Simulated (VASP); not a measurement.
BN: relaxation of cell and atoms with PBE+D4

Crystal: BN.

```
CELL_PARAMETERS angstrom
2.50643 0.00000 0.00000
-1.25321 2.17063 0.00000
0.00000 0.00000 6.61412
ATOMIC_POSITIONS crystal
B 0.33333 0.66667 0.25000
B 0.66667 0.33333 0.75000
N 0.33333 0.66667 0.75000
N 0.66667 0.33333 0.25000
```

- Program: VASP 6.6.1
- Task: relaxation of cell and atoms
- Functional: PBE
- Dispersion: D4
- Potentials or basis: VASP PAW PBE potentials, release 64 (B, N)
- Cutoff: 600 eV
- k mesh: 12 × 12 × 4
- Occupations: fermi-dirac, width 0.02 eV
- Spin: no spin polarisation
- Dipole correction: no
- Further INCAR settings: ALGO = Normal; EDIFF = 1e-06; IBRION = 2; EDIFFG = -0.005; NSW = 80; ISIF = 3

```
Relaxed volume                         : 8.84 Å³/atom
Relaxed cell                           : a = 2.507 Å, b = 2.507 Å, c = 6.497 Å, α = 90.00°, β = 90.00°, γ = 120.00°
Space group after relaxing (to 0.05 Å) : P6_3/mmc (No. 194)
Energy gained by relaxing              : 0.3 meV/atom
Ionic steps                            : 7
Pressure after relaxing                : 0.0 GPa
Band gap on the k mesh                 : 4.22 eV, indirect (least direct gap 4.61 eV)
Dispersion energy per atom             : -0.164 eV
```

Step by step:
| step | energy change (eV) | largest force (eV/Å) | pressure (GPa) | volume (Å³) |
| --- | --- | --- | --- | --- |
| 1 | 0.0000 | 0.0000 | -0.01 | 35.98 |
| 2 | -0.0001 | 0.0000 | -0.46 | 35.98 |
| 3 | -0.0001 | 0.0000 | -0.50 | 35.98 |
| 4 | -0.0002 | 0.0000 | -0.47 | 35.95 |
| 5 | -0.0004 | 0.0000 | -0.41 | 35.87 |
| 6 | -0.0008 | 0.0000 | -0.27 | 35.70 |
| 7 | -0.0011 | 0.0000 | -0.02 | 35.37 |

Final structure:
```xyz
4
Lattice="2.5070 0.0000 0.0000 -1.2535 2.1711 0.0000 0.0000 0.0000 6.4974" Properties=species:S:1:pos:R:3 pbc="T T T"
B     0.0000    1.4474    1.6244
B     1.2535    0.7237    4.8731
N     0.0000    1.4474    4.8731
N     1.2535    0.7237    1.6244
```

Levels at points of the mesh, in eV from the valence-band top:
```csv
k point,band 6,band 7,band 8,band 9,band 10,band 11
"(0.00, 0.00, 0.00)",-1.36,-1.31,-1.31,5.38,10.54,11.49
"(0.50, 0.00, 0.00)",-4.08,-1.53,-0.39,4.22,5.72,9.50
"(0.00, 0.00, 0.50)",-1.33,-1.33,-1.33,7.86,7.86,11.56
"(0.50, 0.00, 0.50)",-4.12,-0.93,-0.93,4.71,4.71,9.88
```

Wall time 2.6 min on 1 thread of Intel Xeon 8259CL, with other jobs on the host, peak memory 0.17 GiB.

A k mesh can miss the band edges. PBE gaps usually lie below the measured ones, often by a third to a half.
